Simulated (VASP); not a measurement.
# PmTe (Pm-3m) in VASP: single point with PBE

Aim: the single point of PmTe with PBE.

Everything below comes from runs of VASP 6.6.1. Logs are shortened: lines on timing, memory, paths and dates and some standing lists are left out, and cuts for length are marked.

## Step 1: The cell of the first run

The structure is cubic, space group Pm-3m (No. 221). Conventional cell: a = 3.932 Å, b = 3.932 Å, c = 3.932 Å, α = 90.00°, β = 90.00°, γ = 90.00°. Within 4.5 Å of Pm (site symmetry m-3m) lie 8 Te at 3.40 Å and 6 Pm at 3.93 Å. Within 4.5 Å of Te (site symmetry m-3m) lie 8 Pm at 3.40 Å and 6 Te at 3.93 Å.

## Step 2: Single point, PBE, collinear spin, ferromagnetic start

Contents of INCAR:

```
SYSTEM = PmTe
PREC = Accurate
ENCUT = 520
EDIFF = 1E-6
ISMEAR = 0
SIGMA = 0.05
LREAL = .False.
LASPH = .True.
NELM = 150
ALGO = Normal
ISIF = 2
LWAVE = .False.
LCHARG = .False.
ISPIN = 2
MAGMOM = 5.24 0
LORBIT = 11
LMAXMIX = 6
GGA = PE
NBANDS = 22
```

Contents of KPOINTS:

```
regular mesh
0
Gamma
  10 10 10
  0 0 0
```

Contents of POSCAR:

```
PmTe
1.0
    3.9316354991      0.0000000000      0.0000000000
    0.0000000000      3.9316354991      0.0000000000
    0.0000000000      0.0000000000      3.9316354991
Pm Te
1 1
Direct
    0.0000000000      0.0000000000      0.0000000000
    0.5000000000      0.5000000000      0.5000000000
```

Potentials or basis: VASP PAW PBE potentials, release 64 (Pm, Te).

Launch:

```sh
cat potpaw_PBE.64/Pm/POTCAR potpaw_PBE.64/Te/POTCAR > POTCAR
mpirun -np 1 vasp_std > vasp.out
```

OUTCAR:

```text
SYSTEM = PmTe
   PREC = Accurate
   ENCUT = 520
   EDIFF = 1E-6
   ISMEAR = 0
   LREAL = .False.
   LASPH = .True.
   NELM = 150
   ISIF = 2
   ISPIN = 2
   LORBIT = 11
   GGA = PE

 ion  position               nearest neighbor table
   1  0.000  0.000  0.000-   2 3.40   2 3.40   2 3.40   2 3.40   2 3.40   2 3.40   2 3.40   2 3.40

   2  0.500  0.500  0.500-   1 3.40   1 3.40   1 3.40   1 3.40   1 3.40   1 3.40   1 3.40   1 3.40

  LATTYP: Found a simple cubic cell.
 ALAT       =     3.9316354991

  Lattice vectors:

 A1 = (   3.9316354991,   0.0000000000,   0.0000000000)
 A2 = (   0.0000000000,   3.9316354991,   0.0000000000)
 A3 = (   0.0000000000,   0.0000000000,   3.9316354991)

Analysis of symmetry for initial positions (statically):
=====================================================================
 Subroutine PRICEL returns:
 Original cell was already a primitive cell.

 Routine SETGRP: Setting up the symmetry group for a
 simple cubic supercell.

 Subroutine GETGRP returns: Found 48 space group operations
 (whereof 48 operations were pure point group operations)
 out of a pool of 48 trial point group operations.

The static configuration has the point symmetry O_h .

Analysis of symmetry for dynamics (positions and initial velocities):
=====================================================================
 Subroutine PRICEL returns:
 Original cell was already a primitive cell.

 Routine SETGRP: Setting up the symmetry group for a
 simple cubic supercell.

 Subroutine GETGRP returns: Found 48 space group operations
 (whereof 48 operations were pure point group operations)
 out of a pool of 48 trial point group operations.

The dynamic configuration has the point symmetry O_h .

Analysis of structural, dynamic, and magnetic symmetry:
=====================================================================
 Subroutine PRICEL returns:
 Original cell was already a primitive cell.

 Routine SETGRP: Setting up the symmetry group for a
 simple cubic supercell.

 Subroutine GETGRP returns: Found 48 space group operations
 (whereof 48 operations were pure point group operations)
 out of a pool of 48 trial point group operations.

The overall configuration has the point symmetry O_h .

 Subroutine INISYM returns: Found 48 space group operations
 (whereof 48 operations are pure point group operations),
 and found     1 'primitive' translations

----------------------------------------------------------------------------------------

                                     Primitive cell

  volume of cell :      60.7743

  direct lattice vectors                    reciprocal lattice vectors
     3.931635499  0.000000000  0.000000000     0.254347078  0.000000000  0.000000000
     0.000000000  3.931635499  0.000000000     0.000000000  0.254347078  0.000000000
     0.000000000  0.000000000  3.931635499     0.000000000  0.000000000  0.254347078

  length of vectors
     3.931635499  3.931635499  3.931635499     0.254347078  0.254347078  0.254347078

  position of ions in fractional coordinates (direct lattice)
     0.000000000  0.000000000  0.000000000
     0.500000000  0.500000000  0.500000000

  ion indices of the primitive-cell ions
   primitive index   ion index
                 1           1
                 2           2

----------------------------------------------------------------------------------------

 KPOINTS: regular mesh

Automatic generation of k-mesh.
 Grid dimensions read from file:
 generate k-points for:   10   10   10

 Generating k-lattice:

  Cartesian coordinates                     Fractional coordinates (reciprocal lattice)
     0.025434708  0.000000000  0.000000000     0.100000000  0.000000000  0.000000000
     0.000000000  0.025434708  0.000000000     0.000000000  0.100000000  0.000000000
     0.000000000  0.000000000  0.025434708     0.000000000  0.000000000  0.100000000

  Length of vectors
     0.025434708  0.025434708  0.025434708

  Shift w.r.t. Gamma in fractional coordinates (k-lattice)
     0.000000000  0.000000000  0.000000000

 Subroutine IBZKPT returns following result:
 ===========================================

 Found     56 irreducible k-points:

 Following reciprocal coordinates:
            Coordinates               Weight
  0.000000  0.000000  0.000000      1.000000
  0.100000  0.000000  0.000000      6.000000
  0.200000  0.000000  0.000000      6.000000
  0.300000  0.000000  0.000000      6.000000
  0.400000  0.000000  0.000000      6.000000
  0.500000  0.000000  0.000000      3.000000
[... 16 lines left out ...]
  0.200000  0.100000  0.100000     24.000000
  0.300000  0.100000  0.100000     24.000000
 [... further k-points ...]
   k-points           NKPTS =     56   k-points in BZ     NKDIM =     56   number of bands    NBANDS=     22
   number of dos      NEDOS =    301   number of ions     NIONS =      2
   total plane-waves  NPLWV =  27000
   dimension x,y,z NGX =    30 NGY =   30 NGZ =   30
   dimension x,y,z NGXF=    60 NGYF=   60 NGZF=   60
   ions per type =               1   1
   NGX,Y,Z   is equivalent  to a cutoff of  12.69, 12.69, 12.69 a.u.
   NGXF,Y,Z  is equivalent  to a cutoff of  25.37, 25.37, 25.37 a.u.
 SYSTEM =  PmTe
   PREC   = accura    normal or accurate (medium, high low for compatibility)
   ISTART =      0    job   : 0-new  1-cont  2-samecut
   ICHARG =      2    charge: 1-file 2-atom 10-const
   ISPIN  =      2    spin polarized calculation?
   LNONCOLLINEAR =      F non collinear calculations
   LSORBIT =      F    spin-orbit coupling
   LASPH  =      T    aspherical Exc in radial PAW
   ENCUT  =  520.0 eV  38.22 Ry    6.18 a.u.   7.31  7.31  7.31*2*pi/ulx,y,z
   NELM   =    150;   NELMIN=  2; NELMDL= -5     # of ELM steps
   EDIFF  = 0.1E-05   stopping-criterion for ELM
   LREAL  =      F    real-space projection
   EDIFFG = 0.1E-04   stopping-criterion for IOM
   NSW    =      0    number of steps for IOM
   IBRION =     -1    ionic relax: 0-MD 1-quasi-New 2-CG
   NFREE  =      0    steps in history (QN), initial steepest desc. (CG)
   ISIF   =      2    stress and relaxation
   ISYM   =      2    0-nonsym 1-usesym 2-fastsym
   POTIM  = 0.5000    time-step for ionic-motion
   TEBEG  =    0.0;   TEEND  =   0.0 temperature during run
   PSTRESS=    0.0 pullay stress
   NELECT =      21.0000    total number of electrons
   NUPDOWN=      -1.0000    fix difference up-down
   EMIN   =  10.00;   EMAX   =-10.00  energy-range for DOS
   EFERMI =   0.00;   METHOD = LEGACY
   ISMEAR =     0;   SIGMA  =   0.05  broadening in eV -4-tet -1-fermi 0-gaus
   EFERMI_NEDOS =   21; number of points for ismear=-14 and -15
   IALGO  =     38    algorithm
   IMIX   =      4    mixing-type and parameters
     AMIX     =   0.40;   BMIX     =  1.00
     AMIX_MAG =   1.60;   BMIX_MAG =  1.00
  volume/ion in A,a.u.               =      30.39       205.06
  Fermi-wavevector in a.u.,A,eV,Ry     =   1.148792  2.170902 17.955918  1.319723
  Thomas-Fermi vector in A             =   2.285465
   LORBIT       =     11    0 simple, 1 ext, 2 COOP (PROOUT), +10 PAW based schemes
   GGA     = PE    functional components
   LHFCALC =     F    Hartree Fock is set to
   AEXX    =    0.0000 exact exchange contribution
   IVDW    =     0    specifies the selected vdW correction
   LEPSILON=     F    determine dielectric tensor
   LRPA    =     F    only Hartree local field effects (RPA)
 spin polarized calculation
 Gauss-broadening in eV      SIGMA  =   0.05
  energy-cutoff  :      520.00
  volume of cell :       60.77
 maximum number of plane-waves:      1657
 NGX is ok and might be reduce to    30
   NGX = 15   NGY = 15   NGZ = 15

 number of electron      21.0000004 magnetization       5.0001626

 Free energy of the ion-electron system (eV)
  ---------------------------------------------------
  ext. energy  EPLUGINS =         0.00000000
  ---------------------------------------------------
  free energy    TOTEN  =       -13.78441278 eV

  energy without entropy =      -13.76406932  energy(sigma->0) =      -13.77424105

 E-fermi :   7.3660     XC(G=0):  -9.9646

 val. band max:        7.3658904227   @ k =   0.5000   0.4000   0.4000
 cond. band min:       7.3667612521   @ k =   0.5000   0.5000   0.5000
 fundamental gap:      0.0008708294
 Fermi energy:         7.3660151709

 spin component 1

 k-point     1 :       0.0000    0.0000    0.0000
  band No.  band energies     occupation
      1     -31.4811      1.00000
      2     -11.8381      1.00000
      3     -11.8381      1.00000
      4     -11.8381      1.00000
      5      -4.6324      1.00000
      6       6.0050      1.00000
[... 14 lines left out ...]
     21      10.8316      0.00000
     22      15.5139      0.00000
[... 552 lines left out ...]
  band No.  band energies     occupation
      1     -31.4674      1.00000
      2     -12.0695      1.00000
      3     -11.8476      1.00000
      4     -11.8406      1.00000
      5      -3.9561      1.00000
      6       3.1535      1.00000
[... 14 lines left out ...]
     21      12.7294      0.00000
     22      13.5194      0.00000

 [... further k-points ...]

 spin component 2

 k-point     1 :       0.0000    0.0000    0.0000
  band No.  band energies     occupation
      1     -29.3084      1.00000
      2     -10.2248      1.00000
      3     -10.2248      1.00000
      4     -10.2248      1.00000
      5      -4.6248      1.00000
      6       6.1938      1.00000
[... 14 lines left out ...]
     21      11.5779      0.00000
     22      15.9428      0.00000
[... 552 lines left out ...]
  band No.  band energies     occupation
      1     -29.2925      1.00000
      2     -10.5003      1.00000
      3     -10.2344      1.00000
      4     -10.2239      1.00000
      5      -3.9394      1.00000
      6       3.4224      1.00000
[... 14 lines left out ...]
     21      13.4433      0.00000
     22      14.0992      0.00000

 [... further k-points ...]
[... 5 lines left out ...]
  --------------------------------------------------------------------------------------
  -------------------------------------------------------------------------------------
  Total       -0.0415273     -0.0415273     -0.0415273     -0.0000000     -0.0000000      0.0000000
  in kB       -1.0947736     -1.0947736     -1.0947736     -0.0000000     -0.0000000      0.0000000
  external PRESSURE =      -1.0947736 kB  Pullay stress =       0.0000000 kB

 VOLUME and BASIS-vectors are now :
 -----------------------------------------------------------------------------
  energy-cutoff  :      520.00
  volume of cell :       60.77
      direct lattice vectors                 reciprocal lattice vectors
     3.931635499  0.000000000  0.000000000     0.254347078  0.000000000  0.000000000
     0.000000000  3.931635499  0.000000000     0.000000000  0.254347078  0.000000000
     0.000000000  0.000000000  3.931635499     0.000000000  0.000000000  0.254347078

 POSITION                                       TOTAL-FORCE (eV/Angst)
 -----------------------------------------------------------------------------------
      0.00000      0.00000      0.00000         0.000000      0.000000      0.000000
      1.96582      1.96582      1.96582         0.000000      0.000000      0.000000
 -----------------------------------------------------------------------------------
    total drift:                                0.000000     -0.000000     -0.000000

  FREE ENERGIE OF THE ION-ELECTRON SYSTEM (eV)
  ---------------------------------------------------
  free  energy   TOTEN  =       -13.7844127768 eV

  energy  without entropy=      -13.7640693205  energy(sigma->0) =      -13.77424105

 total charge

# of ion       s       p       d       f       tot
--------------------------------------------------
    1        2.003   5.529   0.374   4.494  12.400
    2        1.347   2.092   0.020   0.000   3.459
--------------------------------------------------
tot          3.350   7.621   0.395   4.494  15.859

 magnetization (x)

# of ion       s       p       d       f       tot
--------------------------------------------------
    1       -0.009   0.009   0.149   4.451   4.600
    2       -0.006  -0.086   0.008   0.000  -0.083
--------------------------------------------------
tot         -0.015  -0.077   0.158   4.451   4.516
```

It took 5.2 min on 1 thread of Intel Xeon 8259CL, shared host; peak memory 0.29 GiB.

Results:

```yaml
Free_energy: -13.7844 eV
Pressure: -0.1 GPa
Band_gap_on_the_k_mesh: zero (filled and empty bands overlap)
Net_moment: 5.00 μB per cell
Site_moments: Pm +4.60; Te -0.08 μB
Valence_electrons_inside_the_program's_atomic_spheres: Pm 12.40; Te 3.46
```

Caveat: the magnetic or orbital state may not be the lowest; spin-orbit coupling is left out, which moves the levels of the heavy elements; without U or exact exchange the open f shell lies at the Fermi level, which spoils levels, moments and volumes.
